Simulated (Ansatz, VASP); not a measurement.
**One calculation of As, two programs**

POSCAR

```
As
1.0
    2.9794804000     -0.1006165900      0.3237709600
   -0.1006165900      2.5830128800      0.2618843200
    0.3237709600      0.2618843200      2.5485519600
As
1
Direct
    0.5000000000      0.5000000000      0.5000000000
```

File INCAR.step1:

```
SYSTEM = As
PREC = Accurate ; ENCUT = 520
EDIFF = 1E-5 ; ISMEAR = -1
SIGMA = 0.05 ; LREAL = .FALSE.
LASPH = .TRUE. ; NELM = 100
ALGO = Normal ; ISIF = 2
LWAVE = .TRUE. ; LCHARG = .FALSE.
NBANDS = 8 ; GGA = PE
```

File INCAR.step2:

```
SYSTEM = As
PREC = Accurate ; ENCUT = 520
EDIFF = 1E-6 ; ISMEAR = -1
SIGMA = 0.05 ; LREAL = .FALSE.
LASPH = .TRUE. ; NELM = 100
ALGO = Normal ; ISIF = 2
LWAVE = .FALSE. ; LCHARG = .FALSE.
GGA = PE ; LHFCALC = .TRUE.
AEXX = 0.25 ; HFSCREEN = 0.2
PRECFOCK = Normal ; NBANDS = 8
ISTART = 1
```

Contents of KPOINTS:

```
Automatic mesh
0
G
  5 5 6
  0 0 0
```

Contents of input:

```
crystal:
  lattice:
    - [2.9794804, -0.10061659, 0.32377096]
    - [-0.10061659, 2.58301288, 0.26188432]
    - [0.32377096, 0.26188432, 2.54855196]
  atoms:
    - { symbol: As, position: [0.5, 0.5, 0.5] }
hamiltonian:
  xc: { exchange: pbe, correlation: pbe, exx: { coeff: 0.25, omega: 0.2 } }
  pseudopotentials: { kind: paw }
kpoints:
  mp_grid: { grid: [5, 5, 6] }
scf:
  occupations: { method: fermi_dirac, width: 0.05 }
output:
  forces: true
  stress: true
  eigenvalues: true
```

Alike in both runs: task single point; functional PBE-based screened hybrid; k mesh 5 × 5 × 6; occupations fermi-dirac, width 0.05 eV; no spin polarisation.

|  | VASP | Ansatz |
| --- | --- | --- |
| version | VASP 6.6.1 | Ansatz 0.2.0 |
| potentials or method | VASP PAW PBE potentials, release 64 (As) | Ansatz PAW |
| plane-wave cutoff (eV) | 520 | 420 |
| valence electrons in the cell | 5 | 15 |

Ansatz gave:

| Quantity | Value |
| --- | --- |
| gap on the k mesh at the Fermi level (eV) | none |
| pressure (GPa) | 3.5 |
| traceless stress, the component that is largest in VASP (GPa) | -10.34 |

Question: What did VASP give for the same quantities?

Answer: gap on the k mesh at the Fermi level (eV): none; pressure (GPa): 3.0; traceless stress, the component that is largest in VASP (GPa): -10.13.

VASP's potentials were made for PBE, not for PBE-based screened hybrid. A gap of «none» marks a metal or a gap that the smearing closes. VASP's potentials hold 5 valence electrons a cell and Ansatz's 15, so a difference there can come from the potentials and not from the codes.

The k mesh is coarse, so the values compare programs but aren't converged.
